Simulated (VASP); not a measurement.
Set up this calculation in VASP 6.6.1, as the native input.

```yaml
Task: single point
Functional: PBE
Dispersion: D3(BJ)
Potentials_or_basis: VASP PAW PBE potentials, release 64 (Cs_sv, Li_sv, Cr_pv, Te, S)
Cutoff: 520 eV
k_mesh: 4 × 4 × 4
Occupations: fermi-dirac, width 0.05 eV
Spin: collinear spin, ferromagnetic start
Starting_moments: "[0.0, 0.0, 3.0, 3.0, 0.0, 0.0, 0.0, 0.0, 0.0] μB"
Dipole_correction: no
Further_INCAR_settings: ALGO = Normal; EDIFF = 1e-06; NBANDS = 47
```

The structure of CsLiCr2Te2S3 lies in POSCAR:

```
CsLiCr2Te2S3
1.0
    3.2758889907      1.8913338589      6.3228658963
   -3.2758889907      1.8913338589      6.3228658963
    0.0000000000     -3.7826723130      6.3228645217
Cs Li Cr Te S
1 1 2 2 3
Direct
    0.0000000000      0.0000000000      0.0000000000
    0.5000000000      0.5000000000      0.5000000000
    0.7948098960      0.7948098960      0.7948098960
    0.2051901040      0.2051901040      0.2051901040
    0.6667402807      0.6667402807      0.6667402807
    0.3332597193      0.3332597193      0.3332597193
    0.1375183034      0.8624816966      0.5000000000
    0.5000000000      0.1375183034      0.8624816966
    0.8624816966      0.5000000000      0.1375183034
```

The input as run:

INCAR

```
SYSTEM = CsLiCr2Te2S3
ALGO = Normal ; EDIFF = 1E-6
ENCUT = 520 ; GGA = PE
ISIF = 2 ; ISMEAR = -1
ISPIN = 2 ; IVDW = 12
LASPH = .TRUE. ; LCHARG = .FALSE.
LMAXMIX = 4 ; LORBIT = 11
LREAL = .FALSE. ; LWAVE = .FALSE.
MAGMOM = 0 0 3 3 0 0 0 0 0 ; NBANDS = 47
NELM = 150 ; PREC = Accurate
SIGMA = 0.05
```

KPOINTS

```
k-points
0
G
  4 4 4
  0 0 0
```

Potentials or basis: VASP PAW PBE potentials, release 64 (Cs_sv, Li_sv, Cr_pv, Te, S).

Launch:

```console
$ cat potpaw_PBE.64/Cs_sv/POTCAR potpaw_PBE.64/Li_sv/POTCAR potpaw_PBE.64/Cr_pv/POTCAR potpaw_PBE.64/Te/POTCAR potpaw_PBE.64/S/POTCAR > POTCAR
$ mpirun -np 1 vasp_std > vasp.out
```

It gave:

```
Largest force                                         : 0.016 eV/Å
Band gap on the k mesh                                : zero (filled and empty bands overlap)
Net moment                                            : 4.01 μB per cell
Site moments                                          : Cs -0.01; Li +0.00; Cr +2.28; Te -0.22; S -0.08 μB
Valence electrons inside the program's atomic spheres : Cs 6.58; Li 2.07; Cr 10.84; Te 3.41; S 3.76
Dispersion energy per atom                            : -0.334 eV
```

Caveat: spin-orbit coupling is left out, which moves the levels of the heavy elements; only a ferromagnetic start was run, and an antiferromagnetic order may lie lower in energy.

It took 16 min on 1 thread of AMD EPYC 7R13, with other jobs on the host, peak memory 0.67 GiB.
